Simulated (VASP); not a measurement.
# Cd2CuO3 (Cm) in VASP: single point with PBE

Aim: the single point of Cd2CuO3 with PBE.

All numbers are computed with VASP 6.6.1; they aren't measurements. Logs are shortened: lines on timing, memory, paths and dates and some standing lists are left out, and cuts for length are marked.

## Step 1: The cell of the first run

Symmetry: Cm, No. 8, monoclinic system. Conventional cell: a = 5.084 Å, b = 11.967 Å, c = 3.400 Å, α = 90.00°, β = 130.96°, γ = 90.00°. Cd (site symmetry 1) has 7 O at 2.28 to 2.90 Å within 3.0 Å. Cu (site symmetry m) has 4 O at 1.94 to 1.95 Å within 2.6 Å. O (site symmetry 1) has 1 Cu at 1.94 Å and 3 Cd at 2.28 to 2.32 Å within 2.6 Å. O (site symmetry m) has 2 Cu at 1.95 Å and 2 Cd at 2.30 Å within 2.6 Å.

## Step 2: Single point, PBE

Input file INCAR:

```
SYSTEM = Cd2CuO3
ALGO = Normal
EDIFF = 1E-7
ENCUT = 520
GGA = PE
ISIF = 2
ISMEAR = 0
LASPH = .True.
LCHARG = .False.
LREAL = .False.
LWAVE = .False.
NBANDS = 36
NELM = 80
PREC = Accurate
SIGMA = 0.1
```

Input file KPOINTS:

```
k-points
0
Gamma
  8 8 12
  0 0 0
```

Input file POSCAR:

```
Cd2CuO3
1.0
    2.5417774281     -5.9835965255      0.0003304642
    2.5417774281      5.9835965255      0.0003304642
   -2.2292685220      0.0000000000      2.5677339471
Cd Cu O
2 1 3
Direct
    0.3512398883      0.6580734129      0.0311780047
    0.6580734129      0.3512398883      0.0311780047
    0.9988370997      0.9988370997      0.0164968520
    0.8383856834      0.1569263101      0.9024944761
    0.1569263101      0.8383856834      0.9024944761
    0.4967307636      0.4967307636      0.6167844179
```

Potentials or basis: VASP PAW PBE potentials, release 64 (Cd, Cu, O).

Started as:

```bash
> cat potpaw_PBE.64/Cd/POTCAR potpaw_PBE.64/Cu/POTCAR potpaw_PBE.64/O/POTCAR > POTCAR
> mpirun -np 1 vasp_std > vasp.out
```

OUTCAR:

```text
SYSTEM = Cd2CuO3
   EDIFF = 1E-7
   ENCUT = 520
   GGA = PE
   ISIF = 2
   ISMEAR = 0
   LASPH = .True.
   LREAL = .False.
   NELM = 80
   PREC = Accurate

 ion  position               nearest neighbor table
   1  0.351  0.658  0.031-   5 2.28   6 2.30   4 2.31   4 2.32   6 2.73   4 2.81   3 3.13   3 3.14
                             3 3.14   3 3.20   2 3.44   2 3.44   2 3.47   2 3.47   2 3.67
   2  0.658  0.351  0.031-   4 2.28   6 2.30   5 2.31   5 2.32   6 2.73   5 2.81   3 3.13   3 3.14
                             3 3.14   3 3.20   1 3.44   1 3.44   1 3.47   1 3.47   1 3.67
   3  0.999  0.999  0.016-   4 1.94   5 1.94   6 1.95   6 1.95   2 3.13   1 3.13   1 3.14   2 3.14
                             1 3.14   2 3.14   1 3.20   2 3.20
   4  0.838  0.157  0.902-   3 1.94   2 2.28   1 2.31   1 2.32   1 2.81
   5  0.157  0.838  0.902-   3 1.94   1 2.28   2 2.31   2 2.32   2 2.81
   6  0.497  0.497  0.617-   3 1.95   3 1.95   2 2.30   1 2.30   2 2.73   1 2.73

  LATTYP: Found a base centered monoclinic cell.
 ALAT       =     5.0835548992
 B/A-ratio  =     2.3540993042
 C/A-ratio  =     0.6689070717
 COS(beta)  =    -0.6554869247

  Lattice vectors:

 A1 = (   2.5417774281,  -5.9835965255,   0.0003304642)
 A2 = (   2.5417774281,   5.9835965255,   0.0003304642)
 A3 = (  -2.2292685220,   0.0000000000,   2.5677339471)

Analysis of symmetry for initial positions (statically):
=====================================================================
 Subroutine PRICEL returns:
 Original cell was already a primitive cell.

 Routine SETGRP: Setting up the symmetry group for a
 base centered monoclinic supercell.

 Subroutine GETGRP returns: Found  2 space group operations
 (whereof  2 operations were pure point group operations)
 out of a pool of  4 trial point group operations.

The static configuration has the point symmetry C_1h.

Analysis of symmetry for dynamics (positions and initial velocities):
=====================================================================
 Subroutine PRICEL returns:
 Original cell was already a primitive cell.

 Routine SETGRP: Setting up the symmetry group for a
 base centered monoclinic supercell.

 Subroutine GETGRP returns: Found  2 space group operations
 (whereof  2 operations were pure point group operations)
 out of a pool of  4 trial point group operations.

The dynamic configuration has the point symmetry C_1h.

 Subroutine INISYM returns: Found  2 space group operations
 (whereof  2 operations are pure point group operations),
 and found     1 'primitive' translations

----------------------------------------------------------------------------------------

                                     Primitive cell

  volume of cell :      78.1140

  direct lattice vectors                    reciprocal lattice vectors
     2.541777428 -5.983596526  0.000330464     0.196690538 -0.083561784  0.170763807
     2.541777428  5.983596526  0.000330464     0.196690538  0.083561784  0.170763807
    -2.229268522  0.000000000  2.567733947    -0.000050628  0.000000000  0.389404494

  length of vectors
     6.501081447  6.501081447  3.400425821     0.273550758  0.273550758  0.389404497

  position of ions in fractional coordinates (direct lattice)
     0.351239888  0.658073413  0.031178005
     0.658073413  0.351239888  0.031178005
     0.998837100  0.998837100  0.016496852
     0.838385683  0.156926310  0.902494476
     0.156926310  0.838385683  0.902494476
     0.496730764  0.496730764  0.616784418

  ion indices of the primitive-cell ions
   primitive index   ion index
                 1           1
                 2           2
                 3           3
                 4           4
                 5           5
                 6           6

----------------------------------------------------------------------------------------

 KPOINTS: k-points

Automatic generation of k-mesh.
 Grid dimensions read from file:
 generate k-points for:    8    8   12

 Generating k-lattice:

  Cartesian coordinates                     Fractional coordinates (reciprocal lattice)
     0.024586317 -0.010445223  0.021345476     0.125000000 -0.000000000 -0.000000000
     0.024586317  0.010445223  0.021345476    -0.000000000  0.125000000 -0.000000000
    -0.000004219  0.000000000  0.032450374     0.000000000  0.000000000  0.083333333

  Length of vectors
     0.034193845  0.034193845  0.032450375

  Shift w.r.t. Gamma in fractional coordinates (k-lattice)
     0.000000000  0.000000000  0.000000000

 Subroutine IBZKPT returns following result:
 ===========================================

 Found    222 irreducible k-points:

 Following reciprocal coordinates:
            Coordinates               Weight
  0.000000  0.000000  0.000000      1.000000
  0.125000  0.000000  0.000000      4.000000
  0.250000  0.000000  0.000000      4.000000
  0.375000 -0.000000  0.000000      4.000000
  0.500000  0.000000  0.000000      2.000000
  0.125000  0.125000  0.000000      2.000000
[... 16 lines left out ...]
  0.125000  0.000000  0.083333      4.000000
  0.250000 -0.000000  0.083333      4.000000
 [... further k-points ...]
   k-points           NKPTS =    222   k-points in BZ     NKDIM =    222   number of bands    NBANDS=     36
   number of dos      NEDOS =    301   number of ions     NIONS =      6
   total plane-waves  NPLWV =  64512
   dimension x,y,z NGX =    48 NGY =   48 NGZ =   28
   dimension x,y,z NGXF=    96 NGYF=   96 NGZF=   56
   ions per type =               2   1   3
   NGX,Y,Z   is equivalent  to a cutoff of  12.27, 12.27, 13.69 a.u.
   NGXF,Y,Z  is equivalent  to a cutoff of  24.55, 24.55, 27.38 a.u.
 SYSTEM =  Cd2CuO3
   PREC   = accura    normal or accurate (medium, high low for compatibility)
   ISTART =      0    job   : 0-new  1-cont  2-samecut
   ICHARG =      2    charge: 1-file 2-atom 10-const
   ISPIN  =      1    spin polarized calculation?
   LNONCOLLINEAR =      F non collinear calculations
   LSORBIT =      F    spin-orbit coupling
   LASPH  =      T    aspherical Exc in radial PAW
   ENCUT  =  520.0 eV  38.22 Ry    6.18 a.u.  12.09 12.09  6.32*2*pi/ulx,y,z
   NELM   =     80;   NELMIN=  2; NELMDL= -5     # of ELM steps
   EDIFF  = 0.1E-06   stopping-criterion for ELM
   LREAL  =      F    real-space projection
   EDIFFG = 0.1E-05   stopping-criterion for IOM
   NSW    =      0    number of steps for IOM
   IBRION =     -1    ionic relax: 0-MD 1-quasi-New 2-CG
   NFREE  =      0    steps in history (QN), initial steepest desc. (CG)
   ISIF   =      2    stress and relaxation
   ISYM   =      2    0-nonsym 1-usesym 2-fastsym
   POTIM  = 0.5000    time-step for ionic-motion
   TEBEG  =    0.0;   TEEND  =   0.0 temperature during run
   PSTRESS=    0.0 pullay stress
   NELECT =      53.0000    total number of electrons
   NUPDOWN=      -1.0000    fix difference up-down
   EMIN   =  10.00;   EMAX   =-10.00  energy-range for DOS
   EFERMI =   0.00;   METHOD = LEGACY
   ISMEAR =     0;   SIGMA  =   0.10  broadening in eV -4-tet -1-fermi 0-gaus
   EFERMI_NEDOS =   21; number of points for ismear=-14 and -15
   IALGO  =     38    algorithm
   IMIX   =      4    mixing-type and parameters
     AMIX     =   0.40;   BMIX     =  1.00
     AMIX_MAG =   1.60;   BMIX_MAG =  1.00
  volume/ion in A,a.u.               =      13.02        87.86
  Fermi-wavevector in a.u.,A,eV,Ry     =   1.438546  2.718458 28.156105  2.069415
  Thomas-Fermi vector in A             =   2.557501
   LORBIT       =      0    0 simple, 1 ext, 2 COOP (PROOUT), +10 PAW based schemes
   GGA     = PE    functional components
   LHFCALC =     F    Hartree Fock is set to
   AEXX    =    0.0000 exact exchange contribution
   IVDW    =     0    specifies the selected vdW correction
   LEPSILON=     F    determine dielectric tensor
   LRPA    =     F    only Hartree local field effects (RPA)
 non-spin polarized calculation
 Gauss-broadening in eV      SIGMA  =   0.10
  energy-cutoff  :      520.00
  volume of cell :       78.11
 maximum number of plane-waves:      2148
   NGX = 25   NGY = 25   NGZ = 13

 number of electron      53.0000002 magnetization

 Free energy of the ion-electron system (eV)
  ---------------------------------------------------
  ext. energy  EPLUGINS =         0.00000000
  ---------------------------------------------------
  free energy    TOTEN  =       -24.79692605 eV

  energy without entropy =      -24.79007321  energy(sigma->0) =      -24.79349963

 E-fermi :   3.1173     XC(G=0): -11.2780

 val. band max:        3.1112943692   @ k =  -0.3750   0.1250  -0.0000
 cond. band min:       3.1210703182   @ k =  -0.3750   0.5000   0.0833
 fundamental gap:      0.0097759489
 Fermi energy:         3.1173131901

 k-point     1 :       0.0000    0.0000    0.0000
  band No.  band energies     occupation
      1     -15.5504      2.00000
      2     -14.5358      2.00000
      3     -14.4991      2.00000
      4      -5.0322      2.00000
      5      -4.8064      2.00000
      6      -4.6184      2.00000
[... 28 lines left out ...]
     35      13.9245      0.00000
     36      14.0356      0.00000

 k-point     2 :       0.1250    0.0000    0.0000
  band No.  band energies     occupation
      1     -15.4935      2.00000
      2     -14.5552      2.00000
      3     -14.4790      2.00000
      4      -5.0316      2.00000
      5      -4.8311      2.00000
      6      -4.6932      2.00000
[... 28 lines left out ...]
     35      14.0177      0.00000
     36      14.8305      0.00000

 k-point     3 :       0.2500    0.0000    0.0000
  band No.  band energies     occupation
      1     -15.3409      2.00000
      2     -14.5757      2.00000
      3     -14.4713      2.00000
      4      -5.0527      2.00000
      5      -4.9063      2.00000
      6      -4.8581      2.00000
[... 28 lines left out ...]
     35      14.0574      0.00000
     36      14.7766      0.00000
[... 742 lines left out ...]
 k-point    23 :       0.1250    0.0000    0.0833
  band No.  band energies     occupation
      1     -15.3917      2.00000
      2     -14.5505      2.00000
      3     -14.4699      2.00000
      4      -5.0047      2.00000
      5      -4.8846      2.00000
      6      -4.7995      2.00000
[... 28 lines left out ...]
     35      14.2330      0.00000
     36      15.1089      0.00000

 k-point    24 :       0.2500   -0.0000    0.0833
  band No.  band energies     occupation
      1     -15.2085      2.00000
      2     -14.5832      2.00000
      3     -14.4748      2.00000
      4      -5.0699      2.00000
      5      -4.9782      2.00000
      6      -4.8908      2.00000
[... 28 lines left out ...]
     35      13.6398      0.00000
     36      14.6956      0.00000

 [... further k-points ...]
[... 5 lines left out ...]
  --------------------------------------------------------------------------------------
  -------------------------------------------------------------------------------------
  Total        0.4580916      0.6531448      0.4252660      0.0000000      0.0000000      0.1058714
  in kB        9.3958061     13.3964957      8.7225289      0.0000000      0.0000000      2.1715024
  external PRESSURE =      10.5049436 kB  Pullay stress =       0.0000000 kB

 VOLUME and BASIS-vectors are now :
 -----------------------------------------------------------------------------
  energy-cutoff  :      520.00
  volume of cell :       78.11
      direct lattice vectors                 reciprocal lattice vectors
     2.541777428 -5.983596526  0.000330464     0.196690538 -0.083561784  0.170763807
     2.541777428  5.983596526  0.000330464     0.196690538  0.083561784  0.170763807
    -2.229268522  0.000000000  2.567733947    -0.000050628  0.000000000  0.389404494

 POSITION                                       TOTAL-FORCE (eV/Angst)
 -----------------------------------------------------------------------------------
      2.49595      1.83597      0.08039         0.009066     -0.010924     -0.011257
      2.49595     -1.83597      0.08039         0.009066      0.010924     -0.011257
      5.04087      0.00000      0.04302        -0.005483      0.000000      0.007172
      0.51796     -4.07758      2.31769        -0.013314      0.000031      0.016410
      0.51796      4.07758      2.31769        -0.013314     -0.000031      0.016410
      1.15018      0.00000      1.58407         0.013980      0.000000     -0.017479
 -----------------------------------------------------------------------------------
    total drift:                               -0.000463      0.000000      0.000859

  FREE ENERGIE OF THE ION-ELECTRON SYSTEM (eV)
  ---------------------------------------------------
  free  energy   TOTEN  =       -24.7969260472 eV

  energy  without entropy=      -24.7900732067  energy(sigma->0) =      -24.79349963
```

Wall time 9.4 min (1 thread of Intel Xeon 6975P-C (Granite Rapids), shared host); peak memory 0.66 GiB.

What came out:

* Free energy: -24.7969 eV
* Pressure: 1.1 GPa
* Largest force: 0.022 eV/Å
* Band gap on the k mesh: zero (an odd number of electrons rules out a gap without spin polarisation)

Forces on the atoms (eV/Å):
```
Cd   0.009 -0.011 -0.011
Cd   0.009  0.011 -0.011
Cu  -0.005  0.000  0.007
O   -0.013  0.000  0.016
O   -0.013  0.000  0.016
O    0.014  0.000 -0.017
```

Caveat: an odd number of electrons without spin polarisation forces a metal; a magnetic or distorted state may lie lower; semilocal functionals often make such compounds metallic where correlation or magnetic order opens a gap, which also shifts bond lengths. With open d or f shells a metallic result of PBE can be an artefact of self-interaction; +U or a hybrid may open a gap.
